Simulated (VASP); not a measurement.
A run of VASP 6.6.1:

Contents of INCAR:

```
SYSTEM = H
PREC = Accurate
ENCUT = 520
EDIFF = 1E-6
ISMEAR = 0
SIGMA = 0.05
LREAL = .False.
LASPH = .True.
NELM = 60
ALGO = Normal
ISIF = 2
LWAVE = .False.
LCHARG = .False.
GGA = PS
NBANDS = 10
```

Contents of KPOINTS:

```
regular mesh
0
Gamma
  9 9 6
  0 0 0
```

POSCAR

```
H
1.0
    3.8927414866      0.0000000000      0.0000000000
   -1.9463707433      3.3712130178      0.0000000000
    0.0000000000      0.0000000000      4.9111703921
H
4
Direct
    0.3333333333      0.6666666667      0.1764958800
    0.6666666667      0.3333333333      0.6764958800
    0.6666666667      0.3333333333      0.8235041200
    0.3333333333      0.6666666667      0.3235041200
```

Potentials or basis: VASP PAW PBE potentials, release 64 (H).

The run is started by

```console
$ cat potpaw_PBE.64/H/POTCAR > POTCAR
$ mpirun -np 1 vasp_std > vasp.out
```

Hardware: 1 thread of AMD EPYC 7R43 64-Core Processor (Zen 3), with other jobs on the host.

Estimate the wall time of this run.

Wall time 32 s on 1 thread of AMD EPYC 7R43 64-Core Processor (Zen 3), on a shared host, peak memory 0.14 GiB. Counts: scf iterations 12, k points 48.
